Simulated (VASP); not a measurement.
# Bi (Pm-3m) in VASP: notebook, part 2 of 2

VASP 6.6.1. Earlier steps stand in the parts before.

## 5. Single point, revPBE

This run uses another cell than the first one, of 35.96 Å³/atom, 0.962 times its volume.

INCAR

```
SYSTEM = Bi
ALGO = Normal ; EDIFF = 1E-6
ENCUT = 520 ; GGA = RE
ISIF = 2 ; ISMEAR = -1
LASPH = .TRUE. ; LCHARG = .TRUE.
LELF = .TRUE. ; LREAL = .FALSE.
LVHAR = .TRUE. ; LWAVE = .FALSE.
NBANDS = 14 ; NELM = 100
PREC = Accurate ; SIGMA = 0.1
```

KPOINTS

```
k-points
0
G
  16 16 16
  0 0 0
```

POSCAR

```
Bi
1.0
    3.3006219988      0.0000000000      0.0000000000
    0.0000000000      3.3006219988      0.0000000000
    0.0000000000      0.0000000000      3.3006219988
Bi
1
Direct
    0.0000000000      0.0000000000      0.0000000000
```

Potentials or basis: VASP PAW PBE potentials, release 64 (Bi_d).

Run with:

```
$ cat potpaw_PBE.64/Bi_d/POTCAR > POTCAR
$ mpirun -np 1 vasp_std > vasp.out
```

OUTCAR:

```text
SYSTEM = Bi
   EDIFF = 1E-6
   ENCUT = 520
   GGA = RE
   ISIF = 2
   ISMEAR = -1
   LASPH = .TRUE.
   LREAL = .FALSE.
   NELM = 100
   PREC = Accurate

 ion  position               nearest neighbor table
   1  0.000  0.000  0.000-

  LATTYP: Found a simple cubic cell.
 ALAT       =     3.3006219988

  Lattice vectors:

 A1 = (   3.3006219988,   0.0000000000,   0.0000000000)
 A2 = (   0.0000000000,   3.3006219988,   0.0000000000)
 A3 = (   0.0000000000,   0.0000000000,   3.3006219988)

Analysis of symmetry for initial positions (statically):
=====================================================================
 Subroutine PRICEL returns:
 Original cell was already a primitive cell.

 Routine SETGRP: Setting up the symmetry group for a
 simple cubic supercell.

 Subroutine GETGRP returns: Found 48 space group operations
 (whereof 48 operations were pure point group operations)
 out of a pool of 48 trial point group operations.

The static configuration has the point symmetry O_h .

Analysis of symmetry for dynamics (positions and initial velocities):
=====================================================================
 Subroutine PRICEL returns:
 Original cell was already a primitive cell.

 Routine SETGRP: Setting up the symmetry group for a
 simple cubic supercell.

 Subroutine GETGRP returns: Found 48 space group operations
 (whereof 48 operations were pure point group operations)
 out of a pool of 48 trial point group operations.

The dynamic configuration has the point symmetry O_h .

 Subroutine INISYM returns: Found 48 space group operations
 (whereof 48 operations are pure point group operations),
 and found     1 'primitive' translations

----------------------------------------------------------------------------------------

                                     Primitive cell

  volume of cell :      35.9573
[... 107 lines left out ...]
     AMIX_MAG =   1.60;   BMIX_MAG =  1.00
  volume/ion in A,a.u.               =      35.96       242.65
  Fermi-wavevector in a.u.,A,eV,Ry     =   1.223234  2.311577 20.358409  1.496301
  Thomas-Fermi vector in A             =   2.358352
   LORBIT       =      0    0 simple, 1 ext, 2 COOP (PROOUT), +10 PAW based schemes
   GGA     = RE    functional components
   LHFCALC =     F    Hartree Fock is set to
   AEXX    =    0.0000 exact exchange contribution
   IVDW    =     0    specifies the selected vdW correction
   LEPSILON=     F    determine dielectric tensor
   LRPA    =     F    only Hartree local field effects (RPA)
 non-spin polarized calculation
  energy-cutoff  :      520.00
  volume of cell :       35.96
 maximum number of plane-waves:       992
 NGX is ok and might be reduce to    28
   NGX = 13   NGY = 13   NGZ = 13

 number of electron      15.0000005 magnetization

 Free energy of the ion-electron system (eV)
  ---------------------------------------------------
  ext. energy  EPLUGINS =         0.00000000
  ---------------------------------------------------
  free energy    TOTEN  =        -3.52569509 eV

  energy without entropy =       -3.50409918  energy(sigma->0) =       -3.51489714

 E-fermi :   6.1353     XC(G=0):  -9.4015

 val. band max:        6.1061513287   @ k =   0.3750   0.3750   0.3125
 cond. band min:       6.1462002184   @ k =   0.1875   0.1875   0.0625
 fundamental gap:      0.0400488897
 Fermi energy:         6.1353173867

 k-point     1 :       0.0000    0.0000    0.0000
  band No.  band energies     occupation
      1     -16.7891      2.00000
      2     -16.7891      2.00000
      3     -16.5147      2.00000
      4     -16.5147      2.00000
      5     -16.5147      2.00000
      6      -6.6697      2.00000
      7       9.1930      0.00000
      8       9.1930      0.00000
      9       9.1930      0.00000
     10      12.2584      0.00000
     11      13.8291      0.00000
     12      13.8291      0.00000
     13      22.8731      0.00000
     14      22.8731      0.00000
[... 377 lines left out ...]
      1     -16.7532      2.00000
      2     -16.5989      2.00000
      3     -16.5845      2.00000
      4     -16.5414      2.00000
      5     -16.5192      2.00000
      6      -4.7607      2.00000
      7       1.6600      2.00000
      8       9.0504      0.00000
      9      11.1409      0.00000
     10      13.9687      0.00000
     11      16.1014      0.00000
     12      16.3940      0.00000
     13      18.2108      0.00000
     14      18.2153      0.00000

 [... further k-points ...]
[... 5 lines left out ...]
  --------------------------------------------------------------------------------------
  -------------------------------------------------------------------------------------
  Total       -0.0111500     -0.0111500     -0.0111500      0.0000000      0.0000000     -0.0000000
  in kB       -0.4968190     -0.4968190     -0.4968190      0.0000000      0.0000000     -0.0000000
  external PRESSURE =      -0.4968190 kB  Pullay stress =       0.0000000 kB

 VOLUME and BASIS-vectors are now :
 -----------------------------------------------------------------------------
  energy-cutoff  :      520.00
  volume of cell :       35.96
      direct lattice vectors                 reciprocal lattice vectors
     3.300621999  0.000000000  0.000000000     0.302973197  0.000000000  0.000000000
     0.000000000  3.300621999  0.000000000     0.000000000  0.302973197  0.000000000
     0.000000000  0.000000000  3.300621999     0.000000000  0.000000000  0.302973197

 POSITION                                       TOTAL-FORCE (eV/Angst)
 -----------------------------------------------------------------------------------
      0.00000      0.00000      0.00000         0.000000      0.000000      0.000000
 -----------------------------------------------------------------------------------
    total drift:                               -0.000000     -0.000000     -0.000000

  FREE ENERGIE OF THE ION-ELECTRON SYSTEM (eV)
  ---------------------------------------------------
  free  energy   TOTEN  =        -3.5256950897 eV

  energy  without entropy=       -3.5040991835  energy(sigma->0) =       -3.51489714
```

It took 91 s on 1 thread of AMD EPYC 7R13, shared host; peak memory 0.18 GiB.

Results:

```yaml
Free_energy: -3.5257 eV
Pressure: 0.0 GPa
```

Levels at points of the mesh, in eV from the Fermi level:
```
           k point  band 5  band 6  band 7  band 8  band 9  band 10
(0.00, 0.00, 0.00)  -22.65  -12.81    3.06    3.06    3.06     6.12
(0.50, 0.00, 0.00)  -22.64  -11.07   -4.67    4.80    4.80     9.58
(0.50, 0.50, 0.00)  -22.54   -9.36   -2.91   -2.91    2.87     6.58
(0.50, 0.50, 0.50)  -22.54   -7.63   -1.27   -1.27   -1.27     5.40
```

Caveat: the PAW data sets were made with another functional, which shifts forces and pressure a little; spin-orbit coupling is left out, which moves the levels of the heavy elements.

## 6. Overview

| cell | k mesh | gap on the mesh (eV) | pressure (GPa) |
| --- | --- | --- | --- |
| a = 3.344 Å, 1 atom | 11 × 11 × 11 | none | -1.6 |
| a = 3.386 Å, 1 atom | 11 × 11 × 11 | none | -2.8 |
| a = 3.428 Å, 1 atom | 11 × 11 × 11 | none | -3.8 |
| a = 3.301 Å, 1 atom | 16 × 16 × 16 | none | 0.0 |

Alike in all rows: task single point; level revPBE; potentials or basis VASP PAW PBE potentials, release 64 (Bi_d); no spin polarisation; cutoff (eV) 520; smearing fermi-dirac 0.1 eV.

Caveats: the PAW data sets were made with another functional, which shifts forces and pressure a little; spin-orbit coupling is left out, which moves the levels of the heavy elements.

Absolute energies hang on the potentials; compare differences alone.
